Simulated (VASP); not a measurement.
# Mg2O (I4_1/amd) in VASP: a series of runs

The runs below take Mg2O through single point, with PBE.

Program: VASP 6.6.1. These are calculated values, not measurements. Logs are shortened: lines on timing, memory, paths and dates and some standing lists are left out, and cuts for length are marked.

### 1 The cell of the first run

It takes space group I4_1/amd (No. 141, tetragonal). The conventional cell has a = 4.362 Å, b = 4.362 Å, c = 8.816 Å, α = 90.00°, β = 90.00°, γ = 90.00°. Within 2.8 Å of Mg (site symmetry 2mm) lie 3 O at 2.12 to 2.18 Å. Within 2.8 Å of O (site symmetry -4m2) lie 6 Mg at 2.12 to 2.18 Å.

### 2 Single point, PBE

INCAR

```
SYSTEM = Mg2O
ALGO     = Normal         ! electronic algorithm
EDIFF    = 1E-6           ! SCF threshold, eV
ENCUT    = 520            ! plane-wave cutoff, eV
GGA      = PE             ! functional
ISIF     = 2              ! what is computed and relaxed
ISMEAR   = 0              ! smearing method
LASPH    = .TRUE.         ! aspherical terms in the spheres
LCHARG   = .FALSE.        ! write CHGCAR
LREAL    = .FALSE.        ! projectors in reciprocal space
LWAVE    = .FALSE.        ! write WAVECAR
NBANDS   = 19             ! bands
NELM     = 100            ! most SCF steps
PREC     = Accurate       ! precision mode
SIGMA    = 0.1            ! smearing width, eV
```

KPOINTS

```
k-points
0
G
  6 6 6
  0 0 0
```

POSCAR

```
Mg2O
1.0
   -2.1810466360      2.1810466360      4.4078383335
    2.1810466360     -2.1810466360      4.4078383335
    2.1810466360      2.1810466360     -4.4078383335
Mg O
4 2
Direct
    0.2409775391      0.2409775391      0.0000000000
    0.9909775391      0.4909775391      0.5000000000
    0.5090224609      0.0090224609      0.5000000000
    0.7590224609      0.7590224609      0.0000000000
    0.0000000000      0.0000000000      0.0000000000
    0.7500000000      0.2500000000      0.5000000000
```

Potentials or basis: VASP PAW PBE potentials, release 64 (Mg, O).

Run with:

```bash
cat potpaw_PBE.64/Mg/POTCAR potpaw_PBE.64/O/POTCAR > POTCAR
mpirun -np 1 vasp_std > vasp.out
```

OUTCAR:

```text
SYSTEM = Mg2O
   EDIFF = 1E-6
   ENCUT = 520
   GGA = PE
   ISIF = 2
   ISMEAR = 0
   LASPH = .TRUE.
   LREAL = .FALSE.
   NELM = 100
   PREC = Accurate

 ion  position               nearest neighbor table
   1  0.241  0.241  0.000-   5 2.12   6 2.18   6 2.18   3 2.99   3 2.99   4 3.09   4 3.09   4 3.09
                             4 3.09   2 3.10   2 3.10   2 3.10   2 3.10   3 3.22   3 3.22
   2  0.991  0.491  0.500-   6 2.12   5 2.18   5 2.18   4 2.99   4 2.99   3 3.09   3 3.09   3 3.09
                             3 3.09   1 3.10   1 3.10   1 3.10   1 3.10   4 3.22   4 3.22
   3  0.509  0.009  0.500-   6 2.12   5 2.18   5 2.18   1 2.99   1 2.99   2 3.09   2 3.09   2 3.09
                             2 3.09   4 3.10   4 3.10   4 3.10   4 3.10   1 3.22   1 3.22
   4  0.759  0.759  0.000-   5 2.12   6 2.18   6 2.18   2 2.99   2 2.99   1 3.09   1 3.09   1 3.09
                             1 3.09   3 3.10   3 3.10   3 3.10   3 3.10   2 3.22   2 3.22
   5  0.000  0.000  0.000-   1 2.12   4 2.12   2 2.18   3 2.18   3 2.18   2 2.18
   6  0.750  0.250  0.500-   2 2.12   3 2.12   4 2.18   1 2.18   4 2.18   1 2.18

  LATTYP: Found a body centered tetragonal cell.
 ALAT       =     4.3620932720
 C/A-ratio  =     2.0209739034

  Lattice vectors:

 A1 = (  -2.1810466360,   2.1810466360,   4.4078383335)
 A2 = (   2.1810466360,  -2.1810466360,   4.4078383335)
 A3 = (   2.1810466360,   2.1810466360,  -4.4078383335)

Analysis of symmetry for initial positions (statically):
=====================================================================
 Subroutine PRICEL returns:
 Original cell was already a primitive cell.

 Routine SETGRP: Setting up the symmetry group for a
 body centered tetragonal supercell.

 Subroutine GETGRP returns: Found 16 space group operations
 (whereof  8 operations were pure point group operations)
 out of a pool of 16 trial point group operations.

The static configuration has the point symmetry D_2d.
 The point group associated with its full space group is D_4h.

Analysis of symmetry for dynamics (positions and initial velocities):
=====================================================================
 Subroutine PRICEL returns:
 Original cell was already a primitive cell.

 Routine SETGRP: Setting up the symmetry group for a
 body centered tetragonal supercell.

 Subroutine GETGRP returns: Found 16 space group operations
 (whereof  8 operations were pure point group operations)
 out of a pool of 16 trial point group operations.

The dynamic configuration has the point symmetry D_2d.
 The point group associated with its full space group is D_4h.

 Subroutine INISYM returns: Found 16 space group operations
 (whereof  8 operations are pure point group operations),
 and found     1 'primitive' translations

----------------------------------------------------------------------------------------

                                     Primitive cell

  volume of cell :      83.8717

  direct lattice vectors                    reciprocal lattice vectors
    -2.181046636  2.181046636  4.407838333     0.000000000  0.229247734  0.113434287
     2.181046636 -2.181046636  4.407838333     0.229247734  0.000000000  0.113434287
     2.181046636  2.181046636 -4.407838333     0.229247734  0.229247734  0.000000000

  length of vectors
     5.379866879  5.379866879  5.379866879     0.255776976  0.255776976  0.324205255

  position of ions in fractional coordinates (direct lattice)
     0.240977539  0.240977539  0.000000000
     0.990977539  0.490977539  0.500000000
     0.509022461  0.009022461  0.500000000
     0.759022461  0.759022461  0.000000000
     0.000000000  0.000000000  0.000000000
     0.750000000  0.250000000  0.500000000

  ion indices of the primitive-cell ions
   primitive index   ion index
                 1           1
                 2           2
                 3           3
                 4           4
                 5           5
                 6           6

----------------------------------------------------------------------------------------

 KPOINTS: k-points

Automatic generation of k-mesh.
 Grid dimensions read from file:
 generate k-points for:    6    6    6

 Generating k-lattice:

  Cartesian coordinates                     Fractional coordinates (reciprocal lattice)
     0.000000000  0.038207956  0.018905715     0.166666667  0.000000000 -0.000000000
     0.038207956  0.000000000  0.018905715     0.000000000  0.166666667 -0.000000000
     0.038207956  0.038207956  0.000000000     0.000000000  0.000000000  0.166666667

  Length of vectors
     0.042629496  0.042629496  0.054034209

  Shift w.r.t. Gamma in fractional coordinates (k-lattice)
     0.000000000  0.000000000  0.000000000

 Subroutine IBZKPT returns following result:
 ===========================================

 Found     30 irreducible k-points:

 Following reciprocal coordinates:
            Coordinates               Weight
  0.000000  0.000000  0.000000      1.000000
  0.166667  0.000000 -0.000000      8.000000
  0.333333  0.000000  0.000000      8.000000
  0.500000  0.000000  0.000000      4.000000
  0.166667  0.166667 -0.000000      8.000000
  0.333333  0.166667  0.000000     16.000000
[... 16 lines left out ...]
 -0.333333 -0.333333  0.166667      8.000000
 -0.166667 -0.333333  0.166667      8.000000
 [... further k-points ...]
   k-points           NKPTS =     30   k-points in BZ     NKDIM =     30   number of bands    NBANDS=     19
   number of dos      NEDOS =    301   number of ions     NIONS =      6
   total plane-waves  NPLWV =  64000
   dimension x,y,z NGX =    40 NGY =   40 NGZ =   40
   dimension x,y,z NGXF=    80 NGYF=   80 NGZF=   80
   ions per type =               4   2
   NGX,Y,Z   is equivalent  to a cutoff of  12.36, 12.36, 12.36 a.u.
   NGXF,Y,Z  is equivalent  to a cutoff of  24.72, 24.72, 24.72 a.u.
 SYSTEM =  Mg2O
   PREC   = accura    normal or accurate (medium, high low for compatibility)
   ISTART =      0    job   : 0-new  1-cont  2-samecut
   ICHARG =      2    charge: 1-file 2-atom 10-const
   ISPIN  =      1    spin polarized calculation?
   LNONCOLLINEAR =      F non collinear calculations
   LSORBIT =      F    spin-orbit coupling
   LASPH  =      T    aspherical Exc in radial PAW
   ENCUT  =  520.0 eV  38.22 Ry    6.18 a.u.  10.00 10.00 10.00*2*pi/ulx,y,z
   NELM   =    100;   NELMIN=  2; NELMDL= -5     # of ELM steps
   EDIFF  = 0.1E-05   stopping-criterion for ELM
   LREAL  =      F    real-space projection
   EDIFFG = 0.1E-04   stopping-criterion for IOM
   NSW    =      0    number of steps for IOM
   IBRION =     -1    ionic relax: 0-MD 1-quasi-New 2-CG
   NFREE  =      0    steps in history (QN), initial steepest desc. (CG)
   ISIF   =      2    stress and relaxation
   ISYM   =      2    0-nonsym 1-usesym 2-fastsym
   POTIM  = 0.5000    time-step for ionic-motion
   TEBEG  =    0.0;   TEEND  =   0.0 temperature during run
   PSTRESS=    0.0 pullay stress
   NELECT =      20.0000    total number of electrons
   NUPDOWN=      -1.0000    fix difference up-down
   EMIN   =  10.00;   EMAX   =-10.00  energy-range for DOS
   EFERMI =   0.00;   METHOD = LEGACY
   ISMEAR =     0;   SIGMA  =   0.10  broadening in eV -4-tet -1-fermi 0-gaus
   EFERMI_NEDOS =   21; number of points for ismear=-14 and -15
   IALGO  =     38    algorithm
   IMIX   =      4    mixing-type and parameters
     AMIX     =   0.40;   BMIX     =  1.00
     AMIX_MAG =   1.60;   BMIX_MAG =  1.00
  volume/ion in A,a.u.               =      13.98        94.33
  Fermi-wavevector in a.u.,A,eV,Ry     =   1.015188  1.918426 14.022245  1.030606
  Thomas-Fermi vector in A             =   2.148459
   LORBIT       =      0    0 simple, 1 ext, 2 COOP (PROOUT), +10 PAW based schemes
   GGA     = PE    functional components
   LHFCALC =     F    Hartree Fock is set to
   AEXX    =    0.0000 exact exchange contribution
   IVDW    =     0    specifies the selected vdW correction
   LEPSILON=     F    determine dielectric tensor
   LRPA    =     F    only Hartree local field effects (RPA)
 non-spin polarized calculation
 Gauss-broadening in eV      SIGMA  =   0.10
  energy-cutoff  :      520.00
  volume of cell :       83.87
 maximum number of plane-waves:      2288
   NGX = 19   NGY = 19   NGZ = 19

 number of electron      19.9999995 magnetization

 Free energy of the ion-electron system (eV)
  ---------------------------------------------------
  ext. energy  EPLUGINS =         0.00000000
  ---------------------------------------------------
  free energy    TOTEN  =       -25.10322549 eV

  energy without entropy =      -25.09879480  energy(sigma->0) =      -25.10101014

 E-fermi :   4.9333     XC(G=0):  -9.6764

 val. band max:        4.9201150641   @ k =  -0.1667   0.1667   0.1667
 cond. band min:       4.9698351177   @ k =  -0.3333   0.3333   0.3333
 fundamental gap:      0.0497200535
 Fermi energy:         4.9332619104

 k-point     1 :       0.0000    0.0000    0.0000
  band No.  band energies     occupation
      1     -15.3049      2.00000
      2     -14.6447      2.00000
      3      -2.0107      2.00000
      4      -1.1276      2.00000
      5      -1.1276      2.00000
      6      -0.7398      2.00000
[... 11 lines left out ...]
     18      11.6727      0.00000
     19      12.2299      0.00000

 k-point     2 :       0.1667    0.0000   -0.0000
  band No.  band energies     occupation
      1     -15.2619      2.00000
      2     -14.6680      2.00000
      3      -2.0366      2.00000
      4      -1.5734      2.00000
      5      -1.2034      2.00000
      6      -1.0431      2.00000
[... 11 lines left out ...]
     18      12.0910      0.00000
     19      12.8689      0.00000

 k-point     3 :       0.3333    0.0000    0.0000
  band No.  band energies     occupation
      1     -15.1605      2.00000
      2     -14.7295      2.00000
      3      -2.4030      2.00000
      4      -1.9712      2.00000
      5      -1.2885      2.00000
      6      -0.8683      2.00000
[... 11 lines left out ...]
     18      12.1654      0.00000
     19      13.3287      0.00000

 k-point     4 :       0.5000    0.0000    0.0000
  band No.  band energies     occupation
      1     -15.0947      2.00000
      2     -14.7750      2.00000
      3      -2.6372      2.00000
      4      -2.0622      2.00000
      5      -1.3161      2.00000
      6      -0.5988      2.00000
[... 11 lines left out ...]
     18      12.5260      0.00000
     19      12.7075      0.00000

 k-point     5 :       0.1667    0.1667   -0.0000
  band No.  band energies     occupation
      1     -15.2021      2.00000
      2     -14.7088      2.00000
      3      -1.9754      2.00000
      4      -1.9569      2.00000
      5      -1.4158      2.00000
      6      -0.9777      2.00000
[... 11 lines left out ...]
     18      12.3044      0.00000
     19      13.0098      0.00000
[... 334 lines left out ...]
      2     -14.8563      2.00000
      3      -2.5489      2.00000
      4      -2.0266      2.00000
      5      -1.4040      2.00000
      6      -0.9708      2.00000
[... 11 lines left out ...]
     18      12.4640      0.00000
     19      13.2271      0.00000

 k-point    22 :      -0.1667    0.5000    0.1667
  band No.  band energies     occupation
      1     -15.0859      2.00000
      2     -14.8067      2.00000
      3      -2.5574      2.00000
      4      -1.9209      2.00000
      5      -1.4234      2.00000
      6      -0.7205      2.00000
[... 11 lines left out ...]
     18      12.4520      0.00000
     19      12.7077      0.00000

 k-point    23 :      -0.3333   -0.3333    0.1667
  band No.  band energies     occupation
      1     -15.0998      2.00000
      2     -14.8152      2.00000
      3      -2.1950      2.00000
      4      -2.0120      2.00000
      5      -1.5000      2.00000
      6      -0.8570      2.00000
[... 11 lines left out ...]
     18      11.9665      0.00000
     19      12.1018      0.00000

 k-point    24 :      -0.1667   -0.3333    0.1667
  band No.  band energies     occupation
      1     -15.1847      2.00000
      2     -14.7494      2.00000
      3      -2.0025      2.00000
      4      -1.9046      2.00000
      5      -1.4435      2.00000
      6      -0.7957      2.00000
[... 11 lines left out ...]
     18      11.2356      0.00000
     19      13.1524      0.00000

 [... further k-points ...]

------------------------ aborting loop because EDIFF is reached ----------------------------------------

  FORCE on cell =-STRESS in cart. coord.  units (eV):
  Direction    XX          YY          ZZ          XY          YZ          ZX
  --------------------------------------------------------------------------------------
  -------------------------------------------------------------------------------------
  Total       -0.1125168     -0.1125168     -0.3156620      0.0000000     -0.0000000      0.0000000
  in kB       -2.1493766     -2.1493766     -6.0300012      0.0000000     -0.0000000      0.0000000
  external PRESSURE =      -3.4429182 kB  Pullay stress =       0.0000000 kB

 VOLUME and BASIS-vectors are now :
 -----------------------------------------------------------------------------
  energy-cutoff  :      520.00
  volume of cell :       83.87
      direct lattice vectors                 reciprocal lattice vectors
    -2.181046636  2.181046636  4.407838333     0.000000000  0.229247734  0.113434287
     2.181046636 -2.181046636  4.407838333     0.229247734  0.000000000  0.113434287
     2.181046636  2.181046636 -4.407838333     0.229247734  0.229247734  0.000000000

 POSITION                                       TOTAL-FORCE (eV/Angst)
 -----------------------------------------------------------------------------------
      0.00000      0.00000      2.12438        -0.000000      0.000000     -0.008109
      0.00000      2.18105      4.32830         0.000000     -0.000000     -0.008109
      0.00000      2.18105      0.07954         0.000000     -0.000000      0.008109
      0.00000      0.00000      6.69130        -0.000000      0.000000      0.008109
      0.00000      0.00000      0.00000        -0.000000     -0.000000     -0.000000
     -0.00000      2.18105      2.20392        -0.000000     -0.000000     -0.000000
 -----------------------------------------------------------------------------------
    total drift:                                0.000000     -0.000000      0.000000

  FREE ENERGIE OF THE ION-ELECTRON SYSTEM (eV)
  ---------------------------------------------------
  free  energy   TOTEN  =       -25.1032254875 eV

  energy  without entropy=      -25.0987947997  energy(sigma->0) =      -25.10101014
```

Run time: 60 s. Hardware: 1 thread of Intel Xeon Platinum 8488C (Sapphire Rapids), shared host; peak memory 0.24 GiB.

What came out:

- Free energy: -25.1032 eV
- Pressure: -0.3 GPa
- Largest force: 0.008 eV/Å
- Band gap on the k mesh: zero (band 10 reaches 5.81 eV, above the bottom of band 11 at 4.85 eV)

Forces in eV/Å, atoms in the order of the input:
```
Mg   0.000  0.000 -0.008
Mg   0.000  0.000 -0.008
Mg   0.000  0.000  0.008
Mg   0.000  0.000  0.008
O    0.000  0.000  0.000
O    0.000  0.000  0.000
```

Stress tensor (GPa, compression positive):
```
-0.21  0.00  0.00
 0.00 -0.21  0.00
 0.00  0.00 -0.60
```

[end of part 1 of 2]
